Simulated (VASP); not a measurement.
SrO: single point with r2SCAN

Crystal: SrO.

```
CELL_PARAMETERS angstrom
0.01927 2.56980 2.56980
2.58907 0.00000 2.58907
2.56980 2.56980 0.01927
ATOMIC_POSITIONS crystal
Sr 0.00000 0.00000 0.00000
O 0.50000 0.50000 0.50000
```

This cell differs from its parent crystal: strain +0.0150 x Voigt [0, 0, 0, 0, 1, 0].

```json
{
 "Program": "VASP 6.6.1",
 "Task": "single point",
 "Functional": "r2SCAN",
 "Potentials or basis": "VASP PAW PBE potentials, release 64 (Sr_sv, O)",
 "Cutoff": "520 eV",
 "k mesh": "8 × 8 × 8",
 "Occupations": "gaussian, width 0.05 eV",
 "Spin": "no spin polarisation",
 "Dipole correction": "no",
 "Further INCAR settings": "ALGO = Normal; EDIFF = 1e-06; NBANDS = 15"
}
```

* Pressure: 1.7 GPa
* Band gap on the k mesh: 3.72 eV, indirect (least direct gap 3.81 eV)

Stress tensor (GPa, compression positive):
```
 1.69  0.00 -0.83
 0.00  1.67  0.00
-0.83  0.00  1.69
```

Levels at points of the mesh, in eV from the valence-band top:
| k point | band 6 | band 7 | band 8 | band 9 | band 10 | band 11 |
| --- | --- | --- | --- | --- | --- | --- |
| (0.00, 0.00, 0.00) | -0.03 | -0.02 | 0.00 | 4.65 | 6.67 | 6.76 |
| (0.50, 0.00, 0.00) | -2.14 | -1.20 | -1.15 | 7.12 | 9.09 | 9.44 |
| (0.00, 0.50, 0.00) | -2.14 | -1.15 | -1.10 | 7.08 | 9.06 | 9.37 |
| (0.50, 0.50, 0.00) | -0.44 | -0.10 | -0.10 | 3.72 | 8.51 | 10.91 |
| (0.50, 0.00, 0.50) | -0.44 | -0.12 | -0.08 | 3.72 | 8.51 | 10.91 |

Wall time 3 min on 1 thread of Intel(R) Xeon(R) Platinum 8259CL CPU @ 2.50GHz (Skylake/Cascade Lake), with other jobs on the host, peak memory 0.2 GiB.

Caveat: the cell differs from its parent crystal (strain +0.0150 x Voigt [0, 0, 0, 0, 1, 0]); the PAW data sets were made with another functional, which shifts forces and pressure a little. A k mesh can miss the band edges.
